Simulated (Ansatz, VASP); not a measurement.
## AlN: VASP beside Ansatz

```
Al N
1.0
     2.18399   -2.18399    0.00000
     2.18399    0.00000   -2.18399
     8.56277    8.56277    8.56277
Al N
6 6
Direct
  0.66667 0.66667 0.06373
  0.00000 0.00000 0.91392
  0.33333 0.33333 0.23377
  0.66667 0.66667 0.57384
  0.00000 0.00000 0.40381
  0.33333 0.33333 0.74388
  0.66667 0.66667 0.44632
  0.00000 0.00000 0.27628
  0.33333 0.33333 0.61635
  0.66667 0.66667 0.95643
  0.00000 0.00000 0.78639
  0.33333 0.33333 0.10624
```

Alike in both runs: task single point; functional PBE; k mesh 8 × 8 × 2; occupations gaussian, width 0.05 eV; no spin polarisation.

|  | VASP | Ansatz |
| --- | --- | --- |
| version | VASP 6.6.1 | Ansatz 0.2.0 |
| potentials or method | VASP PAW PBE potentials, release 64 (Al, N), cutoff 520 eV | scalar-relativistic, plane waves, PAW |
| valence electrons in the cell | 48 | 48 |

VASP gave:

- gap on the k mesh at the Fermi level (eV): 2.85
- least direct gap on the mesh (eV): 3.42
- pressure (GPa): 11.9
- traceless stress, the component that is largest in VASP (GPa): 6.45
- rms of the force components (eV/Å): 2.106

Task: Estimate Ansatz's values.

Result: gap on the k mesh at the Fermi level (eV): 2.85; least direct gap on the mesh (eV): 3.42; pressure (GPa): 12.1; traceless stress, the component that is largest in VASP (GPa): 6.37; rms of the force components (eV/Å): 2.091.

Atom by atom the forces differ by 0.015 eV/Å (rms over components). The functional is the same, so the differences come from potentials, cutoffs and numerics.
